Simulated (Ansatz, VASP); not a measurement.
# One calculation of Tl, two programs

Contents of INCAR:

```
PREC = Accurate
ENCUT = 520
EDIFF = 1E-6
ISMEAR = -1
SIGMA = 0.05
LREAL = False
LASPH = True
NELM = 80
ALGO = Normal
ISIF = 2
LWAVE = False
LCHARG = False
NBANDS = 12
```

The input KPOINTS:

```
Automatic mesh
0
Gamma
  13 13 13
```

File POSCAR:

```
Tl
1.0
   -1.9410000000      1.9410000000      1.9215900000
    1.9410000000     -1.9410000000      1.9215900000
    1.9410000000      1.9410000000     -1.9215900000
Tl
1
Direct
    0.0000000000      0.0000000000      0.0000000000
```

Input for Ansatz:

```yaml
crystal:
  lattice:
    - [-1.941, 1.941, 1.92159]
    - [1.941, -1.941, 1.92159]
    - [1.941, 1.941, -1.92159]
  atoms:
    - { symbol: Tl, position: [0.0, 0.0, 0.0] }
kpoints:
  mp_grid: { grid: [13, 13, 13] }
  band_path:
    path:
      - [0.0, 0.0, 0.0]
      - [0.0, 0.0, 0.5]
      - [-0.5, 0.5, 0.5]
      - [0.0, 0.0, 0.0]
      - [0.495025, 0.495025, -0.495025]
      - [-0.495025, 0.504975, 0.495025]
      - [-0.5, 0.5, 0.5]
      - [0.0, 0.0, 0.5]
      - [0.25, 0.25, 0.25]
    npoints: 5
scf:
  occupations: { method: fermi_dirac, width: 0.05 }
hamiltonian:
  xc: lda
  pseudopotentials: { kind: all_electron, lapw: { basis_error: 0.00025 } }
output:
  forces: true
  stress: true
  eigenvalues: true
```

Change from the starting cell: zz strain of -1 %.

Alike in both runs: task single point; functional LDA; k mesh 13 × 13 × 13; occupations fermi-dirac, width 0.05 eV; no spin polarisation.

|  | VASP | Ansatz |
| --- | --- | --- |
| version | VASP 6.6.1 | Ansatz 0.2.0 |
| potentials or method | VASP PAW LDA potentials, release 64 (Tl_d), cutoff 520 eV | all-electron LAPW, scalar-relativistic |

```csv
,VASP,Ansatz,Ansatz less VASP
pressure (GPa),-2.1,-2.2,-0.06
"traceless stress, the component that is largest in VASP (GPa)",-0.12,-0.12,-0.002
```

LDA's correlation is that of Perdew and Zunger in VASP and of Perdew and Wang (1992) in Ansatz. Ansatz ran all-electron here, and VASP with PAW potentials.

Neither program's run includes spin-orbit coupling.
